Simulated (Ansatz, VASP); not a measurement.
SnO2: VASP beside Ansatz

File INCAR:

```
  ALGO = Normal
  EDIFF = 1E-6
  ENCUT = 520
  GGA = PE
  ISIF = 2
  ISMEAR = 0
  LASPH = T
  LCHARG = F
  LREAL = F
  LWAVE = F
  NBANDS = 35
  NELM = 100
  PREC = Accurate
  SIGMA = 0.05
```

The input KPOINTS:

```
k-points
0
Gamma
  6 6 8
```

Contents of POSCAR:

```
SnO2
1.0
    4.8989154002      0.0000000000      0.0000000000
    0.0000000000      4.7559420894      0.0000000000
    0.0000000000      0.0000000000      3.2381666599
Sn O
2 4
Direct
    0.5000000000      0.5000000000      0.5000000000
    0.0000000000      0.0000000000      0.0000000000
    0.3064962475      0.3066616298      0.0000000000
    0.8064962475      0.1933383702      0.5000000000
    0.1935037525      0.8066616298      0.5000000000
    0.6935037525      0.6933383702      0.0000000000
```

Input for Ansatz:

```yaml
crystal:
  lattice:
    - [4.8989154002, 0.0, 0.0]
    - [0.0, 4.7559420894, 0.0]
    - [0.0, 0.0, 3.2381666599]
  atoms:
    - { symbol: Sn, position: [0.5, 0.5, 0.5] }
    - { symbol: Sn, position: [0.0, 0.0, 0.0] }
    - { symbol: O, position: [0.3064962475, 0.3066616298, 0.0] }
    - { symbol: O, position: [0.8064962475, 0.1933383702, 0.5] }
    - { symbol: O, position: [0.1935037525, 0.8066616298, 0.5] }
    - { symbol: O, position: [0.6935037525, 0.6933383702, 0.0] }
basis:
  ecutwfc: 420
kpoints:
  mp_grid: { grid: [6, 6, 8] }
hamiltonian:
  xc: pbe
scf:
  occupations: { method: gaussian, width: 0.05 }
output:
  forces: true
  stress: true
  eigenvalues: true
```

Change from the starting cell: strain +0.0150 x Voigt [1, -1, 0, 0, 0, 0], atoms carried along.

Alike in both runs: task single point; functional PBE; k mesh 6 × 6 × 8; occupations gaussian, width 0.05 eV; no spin polarisation.

```csv
,VASP,Ansatz
version,VASP 6.6.1,Ansatz 0.2.0
potentials or method,"VASP PAW PBE potentials, release 64 (Sn_d, O), cutoff 520 eV","scalar-relativistic, plane waves, PAW"
valence electrons in the cell,52,52
```

```tsv
	VASP	Ansatz	Ansatz less VASP
gap on the k mesh at the Fermi level (eV)	0.67	0.68	+0.011
least direct gap on the mesh (eV)	0.67	0.68	+0.011
pressure (GPa)	0.6	0.0	-0.60
traceless stress, the component that is largest in VASP (GPa)	-1.29	-1.21	+0.081
rms of the force components (eV/Å)	0.011	0.010	-0.0014
```

Atom by atom the forces differ by 0.008 eV/Å (rms over components).
